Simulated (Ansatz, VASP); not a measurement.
# NbP3: VASP beside Ansatz

The input INCAR:

```
SYSTEM = NbP3
PREC = Accurate ; ENCUT = 600
EDIFF = 1E-7 ; ISMEAR = 0
SIGMA = 0.1 ; LREAL = .FALSE.
LASPH = .TRUE. ; NELM = 60
ALGO = Normal ; ISIF = 3
LWAVE = .FALSE. ; LCHARG = .FALSE.
GGA = PE ; IBRION = 2
NSW = 90 ; EDIFFG = -0.04
```

The input KPOINTS:

```
regular mesh
0
G
  6 6 6
  0 0 0
```

POSCAR

```
NbP3
1.0
   -1.9654903779      1.9654903779      4.3904460390
    1.9654903779     -1.9654903779      4.3904460390
    1.9654903779      1.9654903779     -4.3904460390
Nb P
1 3
Direct
    0.0000000000      0.0000000000      0.0000000000
    0.5000000000      0.5000000000      0.0000000000
    0.2500000000      0.7500000000      0.5000000000
    0.7500000000      0.2500000000      0.5000000000
```

Input for Ansatz:

```yaml
crystal:
  lattice:
    - [-1.9654903779, 1.9654903779, 4.390446039]
    - [1.9654903779, -1.9654903779, 4.390446039]
    - [1.9654903779, 1.9654903779, -4.390446039]
  atoms:
    - { symbol: Nb, position: [0.0, 0.0, 0.0] }
    - { symbol: P, position: [0.5, 0.5, 0.0] }
    - { symbol: P, position: [0.25, 0.75, 0.5] }
    - { symbol: P, position: [0.75, 0.25, 0.5] }
basis:
  ecutwfc: 420
kpoints:
  mp_grid: { grid: [6, 6, 6] }
hamiltonian:
  xc: pbe
scf:
  occupations: { method: gaussian, width: 0.1 }
  lower_state_search: "off"
output:
  forces: true
  stress: true
  eigenvalues: true
relax:
  adjacent_minimum: "off"
  f_tol: 0.04
  max_steps: 70
  cell: { stress_tol: 0.4 }
```

Alike in both runs: task relaxation of cell and atoms; functional PBE; k mesh 6 × 6 × 6; occupations gaussian, width 0.1 eV; no spin polarisation.

|  | VASP | Ansatz |
| --- | --- | --- |
| version | VASP 6.6.1 | Ansatz 0.2.0 |
| potentials or method | VASP PAW PBE potentials, release 64 (Nb_sv, P), cutoff 600 eV | scalar-relativistic, plane waves, PAW |
| valence electrons in the cell | 28 | 28 |

VASP gave:

| Quantity | Value |
| --- | --- |
| gap on the k mesh at the Fermi level, each at its own relaxed structure (eV) | none |
| relaxed volume (Å³/atom) | 14.80 |
| relaxed cell length with the largest relative difference (Å) | 5.068 |

Problem. What did Ansatz give for the same quantities?

Solution. gap on the k mesh at the Fermi level, each at its own relaxed structure (eV): none; relaxed volume (Å³/atom): 14.82; relaxed cell length with the largest relative difference (Å): 5.073.

A gap of «none» marks a metal or a gap that the smearing closes.

The k mesh is coarse, so the values compare programs but aren't converged.
